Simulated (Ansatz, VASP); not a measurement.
**SrTiO3: VASP beside Ansatz**

The input INCAR:

```
ALGO = Normal ; EDIFF = 1E-6
ENCUT = 520 ; GGA = PS
ISIF = 2 ; ISMEAR = 0
LASPH = T ; LCHARG = F
LREAL = F ; LWAVE = F
NBANDS = 28 ; NELM = 80
PREC = Accurate ; SIGMA = 0.05
```

File KPOINTS:

```
k-points
0
Gamma
  8 8 8
```

The input POSCAR:

```
SrTiO3
1.0
    3.7743865313      0.0000000000      0.0000000000
    0.0000000000      3.7743865313      0.0000000000
    0.0000000000      0.0000000000      3.9494869374
Sr Ti O
1 1 3
Direct
    0.0000000000      0.0000000000      0.0000000000
    0.5000000000      0.5000000000      0.5000000000
    0.0000000000      0.5000000000      0.5000000000
    0.5000000000      0.0000000000      0.5000000000
    0.5000000000      0.5000000000      0.0000000000
```

Input for Ansatz:

```yaml
crystal:
  lattice:
    - [3.7743865313, 0.0, 0.0]
    - [0.0, 3.7743865313, 0.0]
    - [0.0, 0.0, 3.9494869374]
  atoms:
    - { symbol: Sr, position: [0.0, 0.0, 0.0] }
    - { symbol: Ti, position: [0.5, 0.5, 0.5] }
    - { symbol: O, position: [0.0, 0.5, 0.5] }
    - { symbol: O, position: [0.5, 0.0, 0.5] }
    - { symbol: O, position: [0.5, 0.5, 0.0] }
basis:
  ecutwfc: 420
kpoints:
  mp_grid: { grid: [8, 8, 8] }
hamiltonian:
  xc: pbesol
scf:
  occupations: { method: gaussian, width: 0.05 }
output:
  forces: true
  stress: true
  eigenvalues: true
```

Change from the starting cell: strain -0.030 along x and y, +0.015 along z, atoms carried along.

Alike in both runs: task single point; functional PBEsol; k mesh 8 × 8 × 8; occupations gaussian, width 0.05 eV; no spin polarisation.

```csv
,VASP,Ansatz
version,VASP 6.6.1,Ansatz 0.2.0
potentials or method,"VASP PAW PBE potentials, release 64 (Sr_sv, Ti_sv, O), cutoff 520 eV","scalar-relativistic, plane waves, PAW"
valence electrons in the cell,40,40
```

Ansatz gave:

| Property | Result |
| --- | --- |
| gap on the k mesh at the Fermi level (eV) | 1.83 |
| least direct gap on the mesh (eV) | 2.19 |
| pressure (GPa) | 10.1 |
| traceless stress, the component that is largest in VASP (GPa) | -8.66 |

Question: Which values does VASP return?

Answer: gap on the k mesh at the Fermi level (eV): 1.79; least direct gap on the mesh (eV): 2.17; pressure (GPa): 10.9; traceless stress, the component that is largest in VASP (GPa): -8.77.

VASP's potentials were made for PBE, not for PBEsol. With one functional, cell and mesh, what is left measures potentials, basis and numerics.
